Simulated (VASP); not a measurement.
# Zn15SnO16 (a cell with a defect) in VASP: electric field gradients with PBE

Aim: the electric field gradients of Zn15SnO16 (a cell with a defect) with PBE.

Program: VASP 6.6.1. These are calculated values, not measurements. Logs are shortened: lines on timing, memory, paths and dates and some standing lists are left out, and cuts for length are marked.

### Step 1. The cell of the first run

The cell holds a defect, 32 atoms: a = 6.499 Å, b = 6.499 Å, c = 10.411 Å, α = 90.00°, β = 90.00°, γ = 120.00°.

### Step 2. Electric field gradients, PBE

INCAR

```
  ALGO = Normal
  EDIFF = 1E-8
  ENCUT = 520
  GGA = PE
  ISIF = 2
  ISMEAR = -1
  LASPH = T
  LCHARG = F
  LEFG = T
  LREAL = Auto
  LWAVE = F
  NBANDS = 167
  NELM = 100
  PREC = Accurate
  SIGMA = 0.01
```

KPOINTS

```
k-points
0
Gamma
  3 3 2
```

POSCAR

```
Zn15SnO16
1.0
    6.4986160000      0.0000000000      0.0000000000
   -3.2493080000      5.6279665454      0.0000000000
    0.0000000000      0.0000000000     10.4114180000
Sn Zn O
1 15 16
Direct
    0.1666666666      0.3333333334      0.2500000000
    0.1666666666      0.3333333334      0.7500000000
    0.1666666666      0.8333333334      0.2500000000
    0.1666666666      0.8333333334      0.7500000000
    0.6666666666      0.3333333334      0.2500000000
    0.6666666666      0.3333333334      0.7500000000
    0.6666666666      0.8333333334      0.2500000000
    0.6666666666      0.8333333334      0.7500000000
    0.3333333334      0.1666666666      0.0000000000
    0.3333333334      0.1666666666      0.5000000000
    0.3333333334      0.6666666666      0.0000000000
    0.3333333334      0.6666666666      0.5000000000
    0.8333333334      0.1666666666      0.0000000000
    0.8333333334      0.1666666666      0.5000000000
    0.8333333334      0.6666666666      0.0000000000
    0.8333333334      0.6666666666      0.5000000000
    0.3333333334      0.1666666666      0.1895050000
    0.3333333334      0.1666666666      0.6895050000
    0.3333333334      0.6666666666      0.1895050000
    0.3333333334      0.6666666666      0.6895050000
    0.8333333334      0.1666666666      0.1895050000
    0.8333333334      0.1666666666      0.6895050000
    0.8333333334      0.6666666666      0.1895050000
    0.8333333334      0.6666666666      0.6895050000
    0.1666666666      0.3333333334      0.4395050000
    0.1666666666      0.3333333334      0.9395050000
    0.1666666666      0.8333333334      0.4395050000
    0.1666666666      0.8333333334      0.9395050000
    0.6666666666      0.3333333334      0.4395050000
    0.6666666666      0.3333333334      0.9395050000
    0.6666666666      0.8333333334      0.4395050000
    0.6666666666      0.8333333334      0.9395050000
```

Potentials or basis: VASP PAW PBE potentials, release 64 (Sn_d, Zn, O).

On the command line:

```bash
$ cat potpaw_PBE.64/Sn_d/POTCAR potpaw_PBE.64/Zn/POTCAR potpaw_PBE.64/O/POTCAR > POTCAR
$ mpirun -np 1 vasp_std > vasp.out
```

OUTCAR:

```text
EDIFF = 1E-8
   ENCUT = 520
   GGA = PE
   ISIF = 2
   ISMEAR = -1
   LASPH = T
   LREAL = Auto
   NELM = 100
   PREC = Accurate

 ion  position               nearest neighbor table
   1  0.167  0.333  0.250-  25 1.97  19 1.98  21 1.98  17 1.98  11 3.21  12 3.21  13 3.21  14 3.21
                             9 3.21  10 3.21   3 3.25   7 3.25   3 3.25   7 3.25   5 3.25   5 3.25
   2  0.167  0.333  0.750-  26 1.97  20 1.98  22 1.98  18 1.98
   3  0.167  0.833  0.250-  27 1.97  17 1.98  23 1.98  19 1.98   1 3.25   1 3.25
   4  0.167  0.833  0.750-  28 1.97  18 1.98  24 1.98  20 1.98
   5  0.667  0.333  0.250-  29 1.97  23 1.98  17 1.98  21 1.98   1 3.25   1 3.25
   6  0.667  0.333  0.750-  30 1.97  24 1.98  18 1.98  22 1.98
   7  0.667  0.833  0.250-  31 1.97  21 1.98  19 1.98  23 1.98   1 3.25   1 3.25
   8  0.667  0.833  0.750-  32 1.97  22 1.98  20 1.98  24 1.98
   9  0.333  0.167  0.000-  17 1.97  28 1.98  30 1.98  26 1.98   1 3.21
  10  0.333  0.167  0.500-  18 1.97  27 1.98  29 1.98  25 1.98   1 3.21
  11  0.333  0.667  0.000-  19 1.97  26 1.98  32 1.98  28 1.98   1 3.21
  12  0.333  0.667  0.500-  20 1.97  25 1.98  31 1.98  27 1.98   1 3.21
  13  0.833  0.167  0.000-  21 1.97  32 1.98  26 1.98  30 1.98   1 3.21
  14  0.833  0.167  0.500-  22 1.97  31 1.98  25 1.98  29 1.98   1 3.21
  15  0.833  0.667  0.000-  23 1.97  30 1.98  28 1.98  32 1.98
  16  0.833  0.667  0.500-  24 1.97  29 1.98  27 1.98  31 1.98
  17  0.333  0.167  0.190-   9 1.97   3 1.98   5 1.98   1 1.98
  18  0.333  0.167  0.690-  10 1.97   4 1.98   6 1.98   2 1.98
  19  0.333  0.667  0.190-  11 1.97   1 1.98   7 1.98   3 1.98
  20  0.333  0.667  0.690-  12 1.97   2 1.98   8 1.98   4 1.98
[... 10 lines left out ...]
  31  0.667  0.833  0.440-   7 1.97  14 1.98  12 1.98  16 1.98
  32  0.667  0.833  0.940-   8 1.97  13 1.98  11 1.98  15 1.98

  LATTYP: Found a hexagonal cell.
 ALAT       =     6.4986160000
 C/A-ratio  =     1.6020977390

  Lattice vectors:

 A1 = (   6.4986160000,   0.0000000000,   0.0000000000)
 A2 = (  -3.2493080000,   5.6279665454,   0.0000000000)
 A3 = (   0.0000000000,   0.0000000000,  10.4114180000)

Analysis of symmetry for initial positions (statically):
=====================================================================
 Subroutine PRICEL returns:
 Original cell was already a primitive cell.

 Routine SETGRP: Setting up the symmetry group for a
 hexagonal supercell.

 Subroutine GETGRP returns: Found  6 space group operations
 (whereof  2 operations were pure point group operations)
 out of a pool of 24 trial point group operations.

The static configuration has the point symmetry C_1h.
 The point group associated with its full space group is C_3v.

Analysis of symmetry for dynamics (positions and initial velocities):
=====================================================================
 Subroutine PRICEL returns:
 Original cell was already a primitive cell.

 Routine SETGRP: Setting up the symmetry group for a
 hexagonal supercell.

 Subroutine GETGRP returns: Found  6 space group operations
 (whereof  2 operations were pure point group operations)
 out of a pool of 24 trial point group operations.

The dynamic configuration has the point symmetry C_1h.
 The point group associated with its full space group is C_3v.

 Subroutine INISYM returns: Found  6 space group operations
 (whereof  2 operations are pure point group operations),
 and found     1 'primitive' translations

----------------------------------------------------------------------------------------

                                     Primitive cell

  volume of cell :     380.7871

  direct lattice vectors                    reciprocal lattice vectors
     6.498616000  0.000000000  0.000000000     0.153878918  0.088842035  0.000000000
    -3.249308000  5.627966545  0.000000000     0.000000000  0.177684070  0.000000000
     0.000000000  0.000000000 10.411418000     0.000000000  0.000000000  0.096048396

  length of vectors
     6.498616000  6.498616000 10.411418000     0.177684070  0.177684070  0.096048396

  position of ions in fractional coordinates (direct lattice)
     0.166666667  0.333333333  0.250000000
     0.166666667  0.333333333  0.750000000
     0.166666667  0.833333333  0.250000000
     0.166666667  0.833333333  0.750000000
     0.666666667  0.333333333  0.250000000
[... 109 lines left out ...]
   ISPIN  =      1    spin polarized calculation?
   LNONCOLLINEAR =      F non collinear calculations
   LSORBIT =      F    spin-orbit coupling
   LASPH  =      T    aspherical Exc in radial PAW
   ENCUT  =  520.0 eV  38.22 Ry    6.18 a.u.  12.08 12.08 19.36*2*pi/ulx,y,z
   NELM   =    100;   NELMIN=  2; NELMDL= -5     # of ELM steps
   EDIFF  = 0.1E-07   stopping-criterion for ELM
   LREAL  =      T    real-space projection
   EDIFFG = 0.1E-06   stopping-criterion for IOM
   NSW    =      0    number of steps for IOM
   IBRION =     -1    ionic relax: 0-MD 1-quasi-New 2-CG
   NFREE  =      0    steps in history (QN), initial steepest desc. (CG)
   ISIF   =      2    stress and relaxation
   ISYM   =      2    0-nonsym 1-usesym 2-fastsym
   POTIM  = 0.5000    time-step for ionic-motion
   TEBEG  =    0.0;   TEEND  =   0.0 temperature during run
   PSTRESS=    0.0 pullay stress
   NELECT =     290.0000    total number of electrons
   NUPDOWN=      -1.0000    fix difference up-down
   EMIN   =  10.00;   EMAX   =-10.00  energy-range for DOS
   EFERMI =   0.00;   METHOD = LEGACY
   ISMEAR =    -1;   SIGMA  =   0.01  broadening in eV -4-tet -1-fermi 0-gaus
   EFERMI_NEDOS =   21; number of points for ismear=-14 and -15
   IALGO  =     38    algorithm
   IMIX   =      4    mixing-type and parameters
     AMIX     =   0.40;   BMIX     =  1.00
     AMIX_MAG =   1.60;   BMIX_MAG =  1.00
  volume/ion in A,a.u.               =      11.90        80.30
  Fermi-wavevector in a.u.,A,eV,Ry     =   1.495019  2.825176 30.410138  2.235082
  Thomas-Fermi vector in A             =   2.607218
   LORBIT       =      0    0 simple, 1 ext, 2 COOP (PROOUT), +10 PAW based schemes
   GGA     = PE    functional components
   LHFCALC =     F    Hartree Fock is set to
   AEXX    =    0.0000 exact exchange contribution
   IVDW    =     0    specifies the selected vdW correction
   LEPSILON=     F    determine dielectric tensor
   LRPA    =     F    only Hartree local field effects (RPA)
 non-spin polarized calculation
  energy-cutoff  :      520.00
  volume of cell :      380.79
 maximum number of plane-waves:     10266
   NGX = 25   NGY = 25   NGZ = 39

 number of electron     290.0000125 magnetization

 Free energy of the ion-electron system (eV)
  ---------------------------------------------------
  ext. energy  EPLUGINS =         0.00000000
  ---------------------------------------------------
  free energy    TOTEN  =      -142.63260562 eV

  energy without entropy =     -142.63011615  energy(sigma->0) =     -142.63136089

 E-fermi :   4.2888     XC(G=0): -11.0327

 val. band max:        4.2792612690   @ k =   0.3333   0.3333   0.0000
 cond. band min:       4.5790494410   @ k =   0.0000   0.0000   0.0000
 fundamental gap:      0.2997881719
 Fermi energy:         4.2887687768

 k-point     1 :       0.0000    0.0000    0.0000
  band No.  band energies     occupation
      1     -19.2411      2.00000
      2     -19.2124      2.00000
      3     -19.2124      2.00000
      4     -18.6081      2.00000
      5     -18.6081      2.00000
      6     -17.2958      2.00000
[... 949 lines left out ...]
    156       8.3310      0.00000
    157       8.5651      0.00000
 [bands above 157 left out]

------------------------ aborting loop because EDIFF is reached ----------------------------------------

  FORCE on cell =-STRESS in cart. coord.  units (eV):
  Direction    XX          YY          ZZ          XY          YZ          ZX
  --------------------------------------------------------------------------------------
  -------------------------------------------------------------------------------------
  Total       25.6568732     25.6568732     30.4238528      0.0000000      0.0000000     -0.0000000
  in kB      107.9523360    107.9523360    128.0095961      0.0000000      0.0000000     -0.0000000
  external PRESSURE =     114.6380894 kB  Pullay stress =       0.0000000 kB

 VOLUME and BASIS-vectors are now :
 -----------------------------------------------------------------------------
  energy-cutoff  :      520.00
  volume of cell :      380.79
      direct lattice vectors                 reciprocal lattice vectors
     6.498616000  0.000000000  0.000000000     0.153878918  0.088842035  0.000000000
    -3.249308000  5.627966545  0.000000000     0.000000000  0.177684070  0.000000000
     0.000000000  0.000000000 10.411418000     0.000000000  0.000000000  0.096048396

 POSITION                                       TOTAL-FORCE (eV/Angst)
 -----------------------------------------------------------------------------------
     -0.00000      1.87599      2.60285        -0.000000     -0.000000     -0.110523
     -0.00000      1.87599      7.80856        -0.000000     -0.000000     -0.129924
     -1.62465      4.68997      2.60285        -0.374341     -0.216126      0.266729
     -1.62465      4.68997      7.80856        -0.025211     -0.014556     -0.116154
      3.24931      1.87599      2.60285        -0.000000      0.432252      0.266729
      3.24931      1.87599      7.80856        -0.000000      0.029111     -0.116154
[... 24 lines left out ...]
      1.62465      4.68997      4.57587        -0.058086      0.033536     -0.032680
      1.62465      4.68997      9.78158        -0.045626      0.026342      0.200145
 -----------------------------------------------------------------------------------
    total drift:                               -0.000005      0.000002     -0.097940

  FREE ENERGIE OF THE ION-ELECTRON SYSTEM (eV)
  ---------------------------------------------------
  free  energy   TOTEN  =      -142.6326056176 eV

  energy  without entropy=     -142.6301161525  energy(sigma->0) =     -142.63136089

 Electric field gradients (V/A^2)
---------------------------------------------------------------------
 ion       V_xx      V_yy      V_zz      V_xy      V_xz      V_yz
---------------------------------------------------------------------
   1      -1.208    -1.210     2.418    -0.002    -0.000     0.000
   2      -1.639    -1.640     3.279    -0.001    -0.000     0.000
   3       1.626     4.756    -6.382    -2.710    -7.036    -4.062
   4      -1.155    -0.915     2.070    -0.210    -0.212    -0.123
   5       6.321     0.061    -6.382     0.000    -0.000     8.125
   6      -0.793    -1.277     2.070    -0.001    -0.000     0.245
[... 24 lines left out ...]
  31      -0.808     0.311     0.497     0.969     0.622    -0.359
  32       1.086     1.134    -2.221     0.041    -1.171     0.676
---------------------------------------------------------------------

 Electric field gradients after diagonalization (V/A^2)
 (convention: |V_zz| > |V_xx| > |V_yy|)
----------------------------------------------------------------------
 ion       V_xx      V_yy      V_zz     asymmetry (V_yy - V_xx)/ V_zz
----------------------------------------------------------------------
   1      -1.211    -1.207     2.418       0.002
   2      -1.641    -1.638     3.279       0.001
   3       6.321     5.580   -11.901       0.062
   4      -1.295    -0.793     2.088       0.240
   5       6.321     5.580   -11.901       0.062
   6      -1.295    -0.793     2.088       0.240
[... 24 lines left out ...]
  31       0.871     0.741    -1.612       0.080
  32       1.548     1.158    -2.706       0.144
----------------------------------------------------------------------

           NMR quadrupolar parameters

 Cq : quadrupolar parameter    Cq=e*Q*V_zz/h
 eta: asymmetry parameters     (V_yy - V_xx)/ V_zz
 Q  : nuclear electric quadrupole moment in mb (millibarn)
----------------------------------------------------------------------
 ion       Cq(MHz)       eta       Q (mb)
----------------------------------------------------------------------
   1       0.006       0.002       1.000
   2       0.008       0.001       1.000
   3      -0.029       0.062       1.000
   4       0.005       0.240       1.000
   5      -0.029       0.062       1.000
   6       0.005       0.240       1.000
[... 24 lines left out ...]
  31      -0.004       0.080       1.000
  32      -0.007       0.144       1.000
----------------------------------------------------------------------
```

Run time: 19 min. Hardware: 1 thread of Intel Xeon Platinum 8259CL at 2.50GHz (Skylake/Cascade Lake), shared host; peak memory 0.59 GiB.

What came out:

```
Free energy                             : -142.6326 eV
Pressure                                : 11.5 GPa
Largest force                           : 1.686 eV/Å
Band gap on the k mesh                  : zero (bands 145 and 146 overlap by 0.58 eV)
Largest electric field gradient by atom : Sn +2.4; Zn +3.3, -11.9, +2.1, +11.6, +8.7, +3.0, -1.8 (each value once); O +16.5, +1.2, -4.3, -1.8, +14.2, -2.8, -1.6, -2.7 (each value once) V/Å²
```

Forces on the atoms (eV/Å):
```
Sn   0.000  0.000 -0.111
Zn   0.000  0.000 -0.130
Zn  -0.374 -0.216  0.267
Zn  -0.025 -0.015 -0.116
Zn   0.000  0.432  0.267
Zn   0.000  0.029 -0.116
Zn   0.374 -0.216  0.267
Zn   0.025 -0.015 -0.116
Zn   0.135 -0.078 -0.790
Zn   0.462 -0.266  0.420
Zn   0.000  0.156 -0.790
Zn   0.000  0.533  0.420
Zn  -0.135 -0.078 -0.790
Zn  -0.462 -0.266  0.420
Zn   0.000  0.000 -0.241
Zn   0.000  0.000  0.099
O    1.410 -0.814 -0.436
O   -0.021  0.012 -0.045
O    0.000  1.628 -0.436
O    0.000 -0.024 -0.045
O   -1.410 -0.814 -0.436
O    0.021  0.012 -0.045
O    0.000  0.000  0.090
O    0.000  0.000  0.041
O    0.000  0.000  1.676
O    0.000  0.000  0.177
O    0.058  0.034 -0.033
O    0.046  0.026  0.200
O    0.000 -0.067 -0.033
O    0.000 -0.053  0.200
O   -0.058  0.034 -0.033
O   -0.046  0.026  0.200
```

Electric field gradients, principal values (V/Å²):
| atom | least | middle | greatest (by size) |
| --- | --- | --- | --- |
| 1 Sn | -1.207 | -1.211 | 2.418 |
| 2 Zn | -1.638 | -1.641 | 3.279 |
| 3 Zn | 5.580 | 6.321 | -11.901 |
| 4 Zn | -0.793 | -1.295 | 2.088 |
| 5 Zn | 5.580 | 6.321 | -11.901 |
| 6 Zn | -0.793 | -1.295 | 2.088 |
| 7 Zn | 5.582 | 6.317 | -11.899 |
| 8 Zn | -0.795 | -1.293 | 2.088 |
| 9 Zn | -4.730 | -6.904 | 11.634 |
| 10 Zn | -3.396 | -5.351 | 8.748 |
| 11 Zn | -4.732 | -6.902 | 11.634 |
| 12 Zn | -3.396 | -5.349 | 8.746 |
| 13 Zn | -4.732 | -6.902 | 11.634 |
| 14 Zn | -3.396 | -5.349 | 8.746 |
| 15 Zn | -1.503 | -1.505 | 3.008 |
| 16 Zn | 0.903 | 0.906 | -1.809 |
| 17 O | -5.919 | -10.538 | 16.457 |
| 18 O | -0.426 | -0.784 | 1.210 |
| 19 O | -5.912 | -10.538 | 16.451 |
| 20 O | -0.420 | -0.786 | 1.205 |
| 21 O | -5.912 | -10.538 | 16.451 |
| 22 O | -0.420 | -0.786 | 1.205 |
| 23 O | 2.159 | 2.168 | -4.327 |
| 24 O | 0.882 | 0.891 | -1.774 |
| 25 O | -7.083 | -7.091 | 14.174 |
| 26 O | 1.397 | 1.406 | -2.803 |
| 27 O | 0.741 | 0.877 | -1.618 |
| 28 O | 1.164 | 1.542 | -2.706 |
| 29 O | 0.741 | 0.877 | -1.618 |
| 30 O | 1.164 | 1.542 | -2.706 |
| 31 O | 0.741 | 0.871 | -1.612 |
| 32 O | 1.158 | 1.548 | -2.706 |

Caveat: the k points lie up to 0.37 Å⁻¹ apart, too coarse for converged energies and pressures of a metal; without QUAD_EFG the Cq values of the log hold for a quadrupole moment of 1 mb, not for the nuclei; spin-orbit coupling is left out, which moves the levels of the heavy elements.
